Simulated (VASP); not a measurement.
# BaTiO3 in VASP: single point with PBE

Aim: the single point of BaTiO3 with PBE.

Program: VASP 6.6.1. These are calculated values, not measurements. Logs are shortened: lines on timing, memory, paths and dates and some standing lists are left out, and cuts for length are marked.

## 1. The cell of the first run

The cell holds a slab with vacuum, 15 atoms: a = 4.060 Å, b = 4.060 Å, c = 25.216 Å, α = 90.00°, β = 90.00°, γ = 89.70°.

## 2. Single point, PBE

Input file INCAR:

```
PREC     = Accurate       # precision mode
ENCUT    = 520            # plane-wave cutoff, eV
EDIFF    = 1E-6           # SCF threshold, eV
ISMEAR   = 0              # smearing method
SIGMA    = 0.05           # smearing width, eV
LREAL    = Auto         
LASPH    = True           # aspherical terms in the spheres
NELM     = 60             # most SCF steps
ALGO     = Normal         # electronic algorithm
ISIF     = 2              # what is computed and relaxed
LWAVE    = False          # write WAVECAR
LCHARG   = False          # write CHGCAR
LDIPOL   = True         
IDIPOL   = 3            
DIPOL    = 0.5 0.5 0.492
GGA      = PE             # functional
NBANDS   = 73             # bands
```

Input file KPOINTS:

```
regular mesh
0
Gamma
  7 7 1
```

Input file POSCAR:

```
BaTiO3
1.0
    4.0597679931      0.0000000000      0.0000000000
    0.0215206730      4.0597109526      0.0000000000
    0.0000000000      0.0000000000     25.2163668709
O Ti Ba
9 3 3
Direct
    0.5107028815      0.0268960394      0.3010626172
    0.0268960394      0.5107028815      0.3010626172
    0.5036073771      0.5036073771      0.3805327809
    0.5010147351      0.0135935150      0.4603583644
    0.0135935150      0.5010147351      0.4603583644
    0.5020001791      0.5020001791      0.5393580390
    0.4987296120      0.0073766967      0.6204031839
    0.0073766967      0.4987296120      0.6204031839
    0.5038277297      0.5038277297      0.6965868848
    0.4706607020      0.4706607020      0.3060761755
    0.4679896376      0.4679896376      0.4613551247
    0.4721283675      0.4721283675      0.6212479485
    0.9873138249      0.9873138249      0.3762228332
    0.9835386310      0.9835386310      0.5378811587
    0.9803952798      0.9803952798      0.6940901428
```

Potentials or basis: VASP PAW PBE potentials, release 64 (O, Ti_sv, Ba_sv).

On the command line:

```
> cat potpaw_PBE.64/O/POTCAR potpaw_PBE.64/Ti_sv/POTCAR potpaw_PBE.64/Ba_sv/POTCAR > POTCAR
> mpirun -np 1 vasp_std > vasp.out
```

OUTCAR:

```text
PREC = Accurate
   ENCUT = 520
   EDIFF = 1E-6
   ISMEAR = 0
   LREAL = Auto
   LASPH = True
   NELM = 60
   ISIF = 2
   GGA = PE

 ion  position               nearest neighbor table
   1  0.511  0.027  0.301-  10 1.81  10 2.27  13 2.71  13 2.85
   2  0.027  0.511  0.301-  10 1.81  10 2.27  13 2.71  13 2.85
   3  0.504  0.504  0.381-  10 1.89  11 2.05  13 2.79  13 2.87  13 2.87  13 2.97
   4  0.501  0.014  0.460-  11 1.85  11 2.22  14 2.77  14 2.87  13 2.90  13 2.98
   5  0.014  0.501  0.460-  11 1.85  11 2.22  14 2.77  14 2.87  13 2.90  13 2.98
   6  0.502  0.502  0.539-  11 1.98  12 2.07  14 2.77  14 2.87  14 2.87  14 2.98
   7  0.499  0.007  0.620-  12 1.89  12 2.18  15 2.70  15 2.81  14 2.87  14 2.95
   8  0.007  0.499  0.620-  12 1.89  12 2.18  15 2.70  15 2.81  14 2.87  14 2.95
   9  0.504  0.504  0.697-  12 1.91  15 2.74  15 2.87  15 2.87  15 3.01
  10  0.471  0.471  0.306-   2 1.81   1 1.81   3 1.89   2 2.27   1 2.27  13 3.30  13 3.37  13 3.37
                            13 3.46
  11  0.468  0.468  0.461-   5 1.85   4 1.85   6 1.98   3 2.05   5 2.22   4 2.22  14 3.39  14 3.45
                            14 3.45  13 3.50  14 3.54  13 3.58  13 3.58  13 3.68
  12  0.472  0.472  0.621-   8 1.89   7 1.89   9 1.91   6 2.07   8 2.18   7 2.18  15 3.37  15 3.40
                            15 3.40  15 3.45  14 3.51  14 3.55  14 3.55  14 3.62
  13  0.987  0.987  0.376-   1 2.71   2 2.71   3 2.79   1 2.85   2 2.85   3 2.87   3 2.87   4 2.90
                             5 2.90   3 2.97   4 2.98   5 2.98  10 3.30  10 3.37  10 3.37  10 3.46
  14  0.984  0.984  0.538-   4 2.77   5 2.77   6 2.77   6 2.87   6 2.87   7 2.87   8 2.87   4 2.87
                             5 2.87   7 2.95   8 2.95   6 2.98  11 3.39  11 3.45  11 3.45  12 3.51
  15  0.980  0.980  0.694-   7 2.70   8 2.70   9 2.74   7 2.81   8 2.81   9 2.87   9 2.87   9 3.01
                            12 3.37  12 3.40  12 3.40  12 3.45  14 3.94

  LATTYP: Found a base centered orthorhombic cell.
 ALAT       =     5.7261413218
 B/A-ratio  =     1.0053150862
 C/A-ratio  =     4.4037276508

  Lattice vectors:

 A1 = (  -0.0215206730,  -4.0597109526,   0.0000000000)
 A2 = (   4.0597679931,   0.0000000000,   0.0000000000)
 A3 = (   0.0000000000,   0.0000000000,  25.2163668709)

Analysis of symmetry for initial positions (statically):
=====================================================================
 Subroutine PRICEL returns:
 Original cell was already a primitive cell.

 Routine SETGRP: Setting up the symmetry group for a
 base centered orthorhombic supercell.

 Subroutine GETGRP returns: Found  2 space group operations
 (whereof  2 operations were pure point group operations)
 out of a pool of  8 trial point group operations.

The static configuration has the point symmetry C_1h.

Analysis of symmetry for dynamics (positions and initial velocities):
[... 159 lines left out ...]
 non-spin polarized calculation
 Gauss-broadening in eV      SIGMA  =   0.05
  energy-cutoff  :      520.00
  volume of cell :      415.60
 maximum number of plane-waves:     11245
 NGX is ok and might be reduce to    30
   NGX = 15   NGY = 15   NGZ = 93

 dipolmoment           0.000000      0.000000      0.013716 electrons x Angstroem

 number of electron     120.0000002 magnetization

 dipolmoment           0.000000      0.000000     -0.324850 electrons x Angstroem

 Free energy of the ion-electron system (eV)
  ---------------------------------------------------
  ext. energy  EPLUGINS =         0.00000000
  ---------------------------------------------------
  free energy    TOTEN  =      -118.30045654 eV

  energy without entropy =     -118.30045654  energy(sigma->0) =     -118.30045654

 E-fermi :   0.2828     XC(G=0):  -5.8344

 val. band max:       -0.0583260862   @ k =  -0.4286   0.4286   0.0000
 cond. band min:       1.3100394450   @ k =   0.0000   0.0000   0.0000
 fundamental gap:      1.3683655312
 Fermi energy:         0.2827804611

 k-point     1 :       0.0000    0.0000    0.0000
  band No.  band energies     occupation
      1     -57.3567      2.00000
      2     -57.1382      2.00000
      3     -56.5998      2.00000
      4     -33.6415      2.00000
      5     -33.6368      2.00000
      6     -33.5547      2.00000
[... 1189 lines left out ...]
     71       4.0567      0.00000
     72       4.1805      0.00000
 [bands above 72 left out]

------------------------ aborting loop because EDIFF is reached ----------------------------------------

 vacuum level on the upper side and lower side of the slab       (xc-potential included)        -1.753         1.739

  FORCE on cell =-STRESS in cart. coord.  units (eV):
  Direction    XX          YY          ZZ          XY          YZ          ZX
  --------------------------------------------------------------------------------------
  -------------------------------------------------------------------------------------
  Total        0.3041653      0.3029594      1.7721694      0.1137401      0.0768897      0.0772948
  in kB        1.1725769      1.1679282      6.8318289      0.4384754      0.2964150      0.2979764
  external PRESSURE =       3.0574447 kB  Pullay stress =       0.0000000 kB

 VOLUME and BASIS-vectors are now :
 -----------------------------------------------------------------------------
  energy-cutoff  :      520.00
  volume of cell :      415.60
      direct lattice vectors                 reciprocal lattice vectors
     4.059767993  0.000000000  0.000000000     0.246319495 -0.001305748  0.000000000
     0.021520673  4.059710953  0.000000000     0.000000000  0.246322955  0.000000000
     0.000000000  0.000000000 25.216366871     0.000000000  0.000000000  0.039656783

 POSITION                                       TOTAL-FORCE (eV/Angst)
 -----------------------------------------------------------------------------------
      2.07391      0.10919      7.59171        -0.002908     -0.088868     -0.071869
      0.12018      2.07331      7.59171        -0.088882     -0.002436     -0.071869
      2.05537      2.04450      9.59565        -0.004811     -0.004785      0.037131
      2.03430      0.05519     11.60857        -0.006359     -0.058645     -0.026834
      0.06597      2.03398     11.60857        -0.058678     -0.006049     -0.026834
      2.04881      2.03798     13.60065        -0.012951     -0.012883      0.020483
      2.02489      0.02995     15.64431        -0.028404     -0.052463     -0.044136
      0.04068      2.02470     15.64431        -0.052613     -0.028126     -0.044136
      2.05627      2.04539     17.56539        -0.027509     -0.027363      0.082702
      1.92090      1.91075      7.71813         0.076678      0.076273     -0.103505
      1.91000      1.89990     11.63370         0.050791      0.050522     -0.015946
      1.92689      1.91670     15.66562         0.055407      0.055114     -0.033981
      4.02951      4.00821      9.48697         0.020024      0.019918      0.067403
      4.01411      3.99288     13.56341         0.029487      0.029331      0.036672
      4.00128      3.98012     17.50243         0.050727      0.050459      0.194721
 -----------------------------------------------------------------------------------
    total drift:                               -0.000466     -0.000463     -0.008251

  FREE ENERGIE OF THE ION-ELECTRON SYSTEM (eV)
  ---------------------------------------------------
  free  energy   TOTEN  =      -118.3004565441 eV

  energy  without entropy=     -118.3004565441  energy(sigma->0) =     -118.30045654

 vacuum level on the upper side and lower side of the slab         2.122         5.688
```

stdout:

```text
POSCAR found type information on POSCAR O TiBa
 POSCAR found :  3 types and      15 ions
 scaLAPACK will be used
 LDA part: xc-table for (Slater+PW92), standard interpolation
 POSCAR, INCAR and KPOINTS ok, starting setup
 FFT: planning ... GRIDC
 FFT: planning ... GRID_SOFT
 FFT: planning ... GRID
 WAVECAR not read
 entering main loop
```

Run time: 34 min. Hardware: 1 thread of AMD EPYC 7R43 (Zen 3), shared host; peak memory 0.54 GiB.

Results:

```yaml
Free_energy: -118.3005 eV
Largest_force: 0.207 eV/Å
Band_gap_on_the_k_mesh: 1.37 eV, indirect (least direct gap 2.29 eV)
```

Forces on the atoms (eV/Å):
```
O   -0.003 -0.089 -0.072
O   -0.089 -0.002 -0.072
O   -0.005 -0.005  0.037
O   -0.006 -0.059 -0.027
O   -0.059 -0.006 -0.027
O   -0.013 -0.013  0.020
O   -0.028 -0.052 -0.044
O   -0.053 -0.028 -0.044
O   -0.028 -0.027  0.083
Ti   0.077  0.076 -0.104
Ti   0.051  0.051 -0.016
Ti   0.055  0.055 -0.034
Ba   0.020  0.020  0.067
Ba   0.029  0.029  0.037
Ba   0.051  0.050  0.195
```

Levels at points of the mesh, in eV from the valence-band top:
| k point | band 57 | band 58 | band 59 | band 60 | band 61 | band 62 | band 63 | band 64 |
| --- | --- | --- | --- | --- | --- | --- | --- | --- |
| (0.00, 0.00, 0.00) | -1.32 | -1.28 | -1.20 | -0.92 | 1.37 | 1.40 | 1.81 | 1.81 |

Caveat: spin-orbit coupling is left out, which moves the levels of the heavy elements.
